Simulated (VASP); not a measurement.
Runs of VASP 6.6.1 on ZrNbTe3. The structure is that of space group P-62m (No. 189), or close to it. The cells are those of the table. 

| task | spin | cell | cutoff (eV) | gap on the mesh (eV) | pressure (GPa) | largest force (eV/Å) |
| --- | --- | --- | --- | --- | --- | --- |
| relaxation of cell and atoms | off | relaxed from a = 6.081, b = 6.081, c = 4.642 Å, angles 90.0, 90.0, 120.0°, 5 atoms | 600 | none | 0.0 | - |
| single point | collinear, ferromagnetic start | a = 6.375, b = 6.375, c = 4.934 Å, angles 90.0, 90.0, 120.0°, 5 atoms | 520 | none | (b) | (a) |
| single point | off | a = 6.375, b = 6.375, c = 4.934 Å, angles 90.0, 90.0, 120.0°, 5 atoms | 520 | none | 0.2 | 0.01 |
| single point | off | a = 6.081, b = 6.081, c = 4.642 Å, angles 90.0, 90.0, 120.0°, 5 atoms | 520 | none | 37.3 | 12.01 |

Alike in all rows: level PBE; potentials or basis VASP PAW PBE potentials, release 64 (Zr_sv, Nb_sv, Te); k mesh 3 × 3 × 4; smearing gaussian 0.1 eV.

**Question.** Fill in the values left out.

**Answer.** (a) 0.04; (b) 0.5.

Caveats: all runs use coarse meshes; spin-orbit coupling is left out, which moves the levels of the heavy elements; forces of over 1 eV/Å act on the atoms, so gaps and moduli don't describe the material at rest (some runs).

A k mesh can miss the band edges, and the runs leave out spin-orbit coupling on Nb, Te, Zr.

A gap of «none» marks levels without a gap at the run's occupations.
